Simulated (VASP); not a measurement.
# RbBr (Fm-3m) in VASP: a series of runs

The runs below take RbBr through electric field gradients, with PBE.

Everything below comes from runs of VASP 6.6.1. Logs are shortened: lines on timing, memory, paths and dates and some standing lists are left out, and cuts for length are marked.

## Step 1: The cell of the first run

The structure is cubic, space group Fm-3m (No. 225). The conventional cell has a = 6.855 Å, b = 6.855 Å, c = 6.855 Å, α = 90.00°, β = 90.00°, γ = 90.00°. Within 4.5 Å of Rb (site symmetry m-3m) lie 6 Br at 3.43 Å. Br (site symmetry m-3m) has 6 Rb at 3.43 Å within 4.5 Å.

## Step 2: Electric field gradients, PBE

File INCAR:

```
SYSTEM = RbBr
ALGO = Normal ; EDIFF = 1E-8
ENCUT = 520 ; GGA = PE
ISIF = 2 ; ISMEAR = -1
LASPH = .True. ; LCHARG = .False.
LEFG = .True. ; LREAL = .False.
LWAVE = .False. ; NBANDS = 15
NELM = 60 ; PREC = Accurate
SIGMA = 0.02
```

File KPOINTS:

```
k-points
0
Gamma
  6 6 6
  0 0 0
```

File POSCAR:

```
RbBr
1.0
    0.0000000000      3.4275000000      3.4275000000
    3.4275000000      0.0000000000      3.4275000000
    3.4275000000      3.4275000000      0.0000000000
Rb Br
1 1
Direct
    0.0000000000      0.0000000000      0.0000000000
    0.5000000000      0.5000000000      0.5000000000
```

Potentials or basis: VASP PAW PBE potentials, release 64 (Rb_sv, Br).

The run is started by

```bash
cat potpaw_PBE.64/Rb_sv/POTCAR potpaw_PBE.64/Br/POTCAR > POTCAR
mpirun -np 1 vasp_std > vasp.out
```

OUTCAR:

```text
SYSTEM = RbBr
   EDIFF = 1E-8
   ENCUT = 520
   GGA = PE
   ISIF = 2
   ISMEAR = -1
   LASPH = .True.
   LREAL = .False.
   NELM = 60
   PREC = Accurate

 ion  position               nearest neighbor table
   1  0.000  0.000  0.000-   2 3.43   2 3.43   2 3.43   2 3.43   2 3.43   2 3.43
   2  0.500  0.500  0.500-   1 3.43   1 3.43   1 3.43   1 3.43   1 3.43   1 3.43

  LATTYP: Found a face centered cubic cell.
 ALAT       =     6.8550000000

  Lattice vectors:

 A1 = (   0.0000000000,   3.4275000000,   3.4275000000)
 A2 = (   3.4275000000,   0.0000000000,   3.4275000000)
 A3 = (   3.4275000000,   3.4275000000,   0.0000000000)

Analysis of symmetry for initial positions (statically):
=====================================================================
 Subroutine PRICEL returns:
 Original cell was already a primitive cell.

 Routine SETGRP: Setting up the symmetry group for a
 face centered cubic supercell.

 Subroutine GETGRP returns: Found 48 space group operations
 (whereof 48 operations were pure point group operations)
 out of a pool of 48 trial point group operations.

The static configuration has the point symmetry O_h .

Analysis of symmetry for dynamics (positions and initial velocities):
=====================================================================
 Subroutine PRICEL returns:
 Original cell was already a primitive cell.

 Routine SETGRP: Setting up the symmetry group for a
 face centered cubic supercell.

 Subroutine GETGRP returns: Found 48 space group operations
 (whereof 48 operations were pure point group operations)
 out of a pool of 48 trial point group operations.

The dynamic configuration has the point symmetry O_h .

 Subroutine INISYM returns: Found 48 space group operations
 (whereof 48 operations are pure point group operations),
 and found     1 'primitive' translations

----------------------------------------------------------------------------------------

                                     Primitive cell

  volume of cell :      80.5309

  direct lattice vectors                    reciprocal lattice vectors
     0.000000000  3.427500000  3.427500000    -0.145878920  0.145878920  0.145878920
     3.427500000  0.000000000  3.427500000     0.145878920 -0.145878920  0.145878920
     3.427500000  3.427500000  0.000000000     0.145878920  0.145878920 -0.145878920

  length of vectors
     4.847216985  4.847216985  4.847216985     0.252669702  0.252669702  0.252669702

  position of ions in fractional coordinates (direct lattice)
     0.000000000  0.000000000  0.000000000
     0.500000000  0.500000000  0.500000000

  ion indices of the primitive-cell ions
   primitive index   ion index
                 1           1
                 2           2

----------------------------------------------------------------------------------------

 KPOINTS: k-points

Automatic generation of k-mesh.
 Grid dimensions read from file:
 generate k-points for:    6    6    6

 Generating k-lattice:

  Cartesian coordinates                     Fractional coordinates (reciprocal lattice)
    -0.024313153  0.024313153  0.024313153     0.166666667  0.000000000  0.000000000
     0.024313153 -0.024313153  0.024313153     0.000000000  0.166666667  0.000000000
     0.024313153  0.024313153 -0.024313153     0.000000000  0.000000000  0.166666667

  Length of vectors
     0.042111617  0.042111617  0.042111617

  Shift w.r.t. Gamma in fractional coordinates (k-lattice)
     0.000000000  0.000000000  0.000000000

 Subroutine IBZKPT returns following result:
 ===========================================

 Found     16 irreducible k-points:

 Following reciprocal coordinates:
            Coordinates               Weight
  0.000000  0.000000  0.000000      1.000000
  0.166667  0.000000  0.000000      8.000000
  0.333333  0.000000  0.000000      8.000000
  0.500000  0.000000  0.000000      4.000000
  0.166667  0.166667  0.000000      6.000000
  0.333333  0.166667  0.000000     24.000000
[... 8 lines left out ...]
 -0.333333  0.333333  0.166667     24.000000
 -0.333333  0.500000  0.166667     12.000000
   k-points           NKPTS =     16   k-points in BZ     NKDIM =     16   number of bands    NBANDS=     15
   number of dos      NEDOS =    301   number of ions     NIONS =      2
   total plane-waves  NPLWV =  46656
   dimension x,y,z NGX =    36 NGY =   36 NGZ =   36
   dimension x,y,z NGXF=    72 NGYF=   72 NGZF=   72
   ions per type =               1   1
   NGX,Y,Z   is equivalent  to a cutoff of  12.35, 12.35, 12.35 a.u.
   NGXF,Y,Z  is equivalent  to a cutoff of  24.69, 24.69, 24.69 a.u.
 SYSTEM =  RbBr
   PREC   = accura    normal or accurate (medium, high low for compatibility)
   ISTART =      0    job   : 0-new  1-cont  2-samecut
   ICHARG =      2    charge: 1-file 2-atom 10-const
   ISPIN  =      1    spin polarized calculation?
   LNONCOLLINEAR =      F non collinear calculations
   LSORBIT =      F    spin-orbit coupling
   LASPH  =      T    aspherical Exc in radial PAW
   ENCUT  =  520.0 eV  38.22 Ry    6.18 a.u.   9.01  9.01  9.01*2*pi/ulx,y,z
   NELM   =     60;   NELMIN=  2; NELMDL= -5     # of ELM steps
   EDIFF  = 0.1E-07   stopping-criterion for ELM
   LREAL  =      F    real-space projection
   EDIFFG = 0.1E-06   stopping-criterion for IOM
   NSW    =      0    number of steps for IOM
   IBRION =     -1    ionic relax: 0-MD 1-quasi-New 2-CG
   NFREE  =      0    steps in history (QN), initial steepest desc. (CG)
   ISIF   =      2    stress and relaxation
   ISYM   =      2    0-nonsym 1-usesym 2-fastsym
   POTIM  = 0.5000    time-step for ionic-motion
   TEBEG  =    0.0;   TEEND  =   0.0 temperature during run
   PSTRESS=    0.0 pullay stress
   NELECT =      16.0000    total number of electrons
   NUPDOWN=      -1.0000    fix difference up-down
   EMIN   =  10.00;   EMAX   =-10.00  energy-range for DOS
   EFERMI =   0.00;   METHOD = LEGACY
   ISMEAR =    -1;   SIGMA  =   0.02  broadening in eV -4-tet -1-fermi 0-gaus
   EFERMI_NEDOS =   21; number of points for ismear=-14 and -15
   IALGO  =     38    algorithm
   IMIX   =      4    mixing-type and parameters
     AMIX     =   0.40;   BMIX     =  1.00
     AMIX_MAG =   1.60;   BMIX_MAG =  1.00
  volume/ion in A,a.u.               =      40.27       271.72
  Fermi-wavevector in a.u.,A,eV,Ry     =   0.955273  1.805204 12.415941  0.912546
  Thomas-Fermi vector in A             =   2.084095
   LORBIT       =      0    0 simple, 1 ext, 2 COOP (PROOUT), +10 PAW based schemes
   GGA     = PE    functional components
   LHFCALC =     F    Hartree Fock is set to
   AEXX    =    0.0000 exact exchange contribution
   IVDW    =     0    specifies the selected vdW correction
   LEPSILON=     F    determine dielectric tensor
   LRPA    =     F    only Hartree local field effects (RPA)
 non-spin polarized calculation
  energy-cutoff  :      520.00
  volume of cell :       80.53
 maximum number of plane-waves:      2200
   NGX = 17   NGY = 17   NGZ = 17

 number of electron      15.9999999 magnetization

 Free energy of the ion-electron system (eV)
  ---------------------------------------------------
  ext. energy  EPLUGINS =         0.00000000
  ---------------------------------------------------
  free energy    TOTEN  =        -6.09756376 eV

  energy without entropy =       -6.09756376  energy(sigma->0) =       -6.09756376

 E-fermi :  -1.2522     XC(G=0):  -7.2318

 val. band max:       -1.7539603679   @ k =   0.0000   0.0000   0.0000
 cond. band min:       2.6074370014   @ k =   0.0000   0.0000   0.0000
 fundamental gap:      4.3613973693
 Fermi energy:        -1.2521757920

 k-point     1 :       0.0000    0.0000    0.0000
  band No.  band energies     occupation
      1     -26.1689      2.00000
      2     -13.9346      2.00000
      3     -10.2458      2.00000
      4     -10.2458      2.00000
      5     -10.2458      2.00000
      6      -1.7540      2.00000
      7      -1.7540      2.00000
      8      -1.7540      2.00000
      9       2.6074      0.00000
     10       5.5255      0.00000
     11       5.5255      0.00000
     12       5.5255      0.00000
     13       6.4135      0.00000
     14       6.4135      0.00000
[... 257 lines left out ...]
      2     -13.9018      2.00000
      3     -10.4003      2.00000
      4     -10.3452      2.00000
      5     -10.2500      2.00000
      6      -2.1714      2.00000
      7      -2.1668      2.00000
      8      -2.0176      2.00000
      9       4.5569      0.00000
     10       6.1123      0.00000
     11       6.2314      0.00000
     12       7.1876      0.00000
     13       8.2329      0.00000
     14       9.1077      0.00000
     15       9.5917      0.00000

------------------------ aborting loop because EDIFF is reached ----------------------------------------

  FORCE on cell =-STRESS in cart. coord.  units (eV):
  Direction    XX          YY          ZZ          XY          YZ          ZX
  --------------------------------------------------------------------------------------
  -------------------------------------------------------------------------------------
  Total        0.5135698      0.5135698      0.5135698      0.0000000      0.0000000      0.0000000
  in kB       10.2175703     10.2175703     10.2175703      0.0000000      0.0000000      0.0000000
  external PRESSURE =      10.2175703 kB  Pullay stress =       0.0000000 kB

 VOLUME and BASIS-vectors are now :
 -----------------------------------------------------------------------------
  energy-cutoff  :      520.00
  volume of cell :       80.53
      direct lattice vectors                 reciprocal lattice vectors
     0.000000000  3.427500000  3.427500000    -0.145878920  0.145878920  0.145878920
     3.427500000  0.000000000  3.427500000     0.145878920 -0.145878920  0.145878920
     3.427500000  3.427500000  0.000000000     0.145878920  0.145878920 -0.145878920

 POSITION                                       TOTAL-FORCE (eV/Angst)
 -----------------------------------------------------------------------------------
      0.00000      0.00000      0.00000         0.000000      0.000000     -0.000000
      3.42750      3.42750      3.42750        -0.000000     -0.000000      0.000000
 -----------------------------------------------------------------------------------
    total drift:                                0.000000      0.000000      0.000000

  FREE ENERGIE OF THE ION-ELECTRON SYSTEM (eV)
  ---------------------------------------------------
  free  energy   TOTEN  =        -6.0975637558 eV

  energy  without entropy=       -6.0975637558  energy(sigma->0) =       -6.09756376

 Electric field gradients (V/A^2)
---------------------------------------------------------------------
 ion       V_xx      V_yy      V_zz      V_xy      V_xz      V_yz
---------------------------------------------------------------------
   1       0.000     0.000     0.000    -0.000    -0.000    -0.000
   2       0.000    -0.000     0.000    -0.000    -0.000    -0.000
---------------------------------------------------------------------

 Electric field gradients after diagonalization (V/A^2)
 (convention: |V_zz| > |V_xx| > |V_yy|)
----------------------------------------------------------------------
 ion       V_xx      V_yy      V_zz     asymmetry (V_yy - V_xx)/ V_zz
----------------------------------------------------------------------
   1       0.000     0.000    -0.000       0.000
   2       0.000     0.000    -0.000       0.000
----------------------------------------------------------------------

           NMR quadrupolar parameters

 Cq : quadrupolar parameter    Cq=e*Q*V_zz/h
 eta: asymmetry parameters     (V_yy - V_xx)/ V_zz
 Q  : nuclear electric quadrupole moment in mb (millibarn)
----------------------------------------------------------------------
 ion       Cq(MHz)       eta       Q (mb)
----------------------------------------------------------------------
   1      -0.000       0.000       1.000
   2      -0.000       0.000       1.000
----------------------------------------------------------------------
```

It took 12 s on 1 thread of Intel Xeon Platinum 8488C (Sapphire Rapids), shared host; peak memory 0.2 GiB.

Results:

```yaml
Free_energy: -6.0976 eV
Pressure: 1.0 GPa
Band_gap_on_the_k_mesh: 4.36 eV
Largest_electric_field_gradient_by_atom: zero within the noise of the run
```

## Step 3: Electric field gradients, PBE (41.07 Å³/atom)

This run uses another cell than the first one, of 41.07 Å³/atom.

File INCAR:

```
PREC = Accurate ; ENCUT = 520
EDIFF = 1E-8 ; ISMEAR = -1
SIGMA = 0.02 ; LREAL = False
LASPH = True ; NELM = 100
ALGO = Normal ; ISIF = 2
LWAVE = False ; LCHARG = False
GGA = PE ; LEFG = True
NBANDS = 15
```

File KPOINTS:

```
Automatic mesh
0
Gamma
  6 6 6
```

File POSCAR:

```
RbBr
1.0
    0.0000000000      3.4501993370      3.4501993370
    3.4501993370      0.0000000000      3.4501993370
    3.4501993370      3.4501993370      0.0000000000
Rb Br
1 1
Direct
    0.0000000000      0.0000000000      0.0000000000
    0.5000000000      0.5000000000      0.5000000000
```

Potentials or basis: VASP PAW PBE potentials, release 64 (Rb_sv, Br).

The run is started by

```bash
cat potpaw_PBE.64/Rb_sv/POTCAR potpaw_PBE.64/Br/POTCAR > POTCAR
mpirun -np 1 vasp_std > vasp.out
```

OUTCAR:

```text
PREC = Accurate
   ENCUT = 520
   EDIFF = 1E-8
   ISMEAR = -1
   LREAL = False
   LASPH = True
   NELM = 100
   ISIF = 2
   GGA = PE

 ion  position               nearest neighbor table
   1  0.000  0.000  0.000-   2 3.45   2 3.45   2 3.45   2 3.45   2 3.45   2 3.45
   2  0.500  0.500  0.500-   1 3.45   1 3.45   1 3.45   1 3.45   1 3.45   1 3.45

  LATTYP: Found a face centered cubic cell.
 ALAT       =     6.9003986740

  Lattice vectors:

 A1 = (   0.0000000000,   3.4501993370,   3.4501993370)
 A2 = (   3.4501993370,   0.0000000000,   3.4501993370)
 A3 = (   3.4501993370,   3.4501993370,   0.0000000000)

Analysis of symmetry for initial positions (statically):
[... 486 lines left out ...]
  free  energy   TOTEN  =        -6.1062492037 eV

  energy  without entropy=       -6.1062492037  energy(sigma->0) =       -6.10624920

 Electric field gradients (V/A^2)
---------------------------------------------------------------------
 ion       V_xx      V_yy      V_zz      V_xy      V_xz      V_yz
---------------------------------------------------------------------
   1      -0.000     0.000    -0.000    -0.000    -0.000    -0.000
   2      -0.000    -0.000    -0.000    -0.000    -0.000    -0.000
---------------------------------------------------------------------

 Electric field gradients after diagonalization (V/A^2)
 (convention: |V_zz| > |V_xx| > |V_yy|)
----------------------------------------------------------------------
 ion       V_xx      V_yy      V_zz     asymmetry (V_yy - V_xx)/ V_zz
----------------------------------------------------------------------
   1       0.000     0.000    -0.000       0.000
   2       0.000     0.000    -0.001       0.000
----------------------------------------------------------------------

           NMR quadrupolar parameters

 Cq : quadrupolar parameter    Cq=e*Q*V_zz/h
 eta: asymmetry parameters     (V_yy - V_xx)/ V_zz
 Q  : nuclear electric quadrupole moment in mb (millibarn)
----------------------------------------------------------------------
 ion       Cq(MHz)       eta       Q (mb)
----------------------------------------------------------------------
   1      -0.000       0.000       1.000
   2      -0.000       0.000       1.000
----------------------------------------------------------------------
```

OSZICAR:

```text
N       E                     dE             d eps       ncg     rms          rms(c)
DAV:   1     0.850098288255E+02    0.85010E+02   -0.65424E+03   480   0.909E+02
DAV:   2    -0.365715088782E+00   -0.85376E+02   -0.77752E+02   720   0.162E+02
DAV:   3    -0.618713124427E+01   -0.58214E+01   -0.57924E+01   641   0.448E+01
DAV:   4    -0.632903513860E+01   -0.14190E+00   -0.14189E+00   704   0.654E+00
DAV:   5    -0.632980987385E+01   -0.77474E-03   -0.77473E-03   634   0.515E-01    0.281E+00
DAV:   6    -0.611042809211E+01    0.21938E+00   -0.26884E-01   585   0.235E+00    0.186E+00
DAV:   7    -0.609334353613E+01    0.17085E-01   -0.12688E-01   620   0.172E+00    0.942E-01
DAV:   8    -0.610536091898E+01   -0.12017E-01   -0.14939E-02   510   0.699E-01    0.105E-01
DAV:   9    -0.610581044402E+01   -0.44953E-03   -0.65936E-04   656   0.131E-01    0.688E-02
DAV:  10    -0.610624137804E+01   -0.43093E-03   -0.55500E-04   494   0.130E-01    0.261E-02
DAV:  11    -0.610624311778E+01   -0.17397E-05   -0.30990E-05   627   0.292E-02    0.893E-03
DAV:  12    -0.610624890114E+01   -0.57834E-05   -0.99270E-06   501   0.183E-02    0.122E-03
DAV:  13    -0.610624915328E+01   -0.25214E-06   -0.31329E-07   679   0.314E-03    0.251E-03
DAV:  14    -0.610624920301E+01   -0.49730E-07   -0.22665E-07   508   0.257E-03    0.863E-04
DAV:  15    -0.610624920366E+01   -0.65552E-09   -0.12049E-08   536   0.651E-04
   1 F= -.61062492E+01 E0= -.61062492E+01  d E =-.441816E-11
```

It took 13 s on 1 thread of Intel Xeon Platinum 8488C (Sapphire Rapids), shared host; peak memory 0.2 GiB.

What came out:

| Quantity | Value |
| --- | --- |
| Free energy | -6.1062 eV |
| Pressure | 0.7 GPa |
| Band gap on the k mesh | 4.31 eV |
| Largest electric field gradient by atom | zero within the noise of the run |

(Continued in part 2 of 2.)
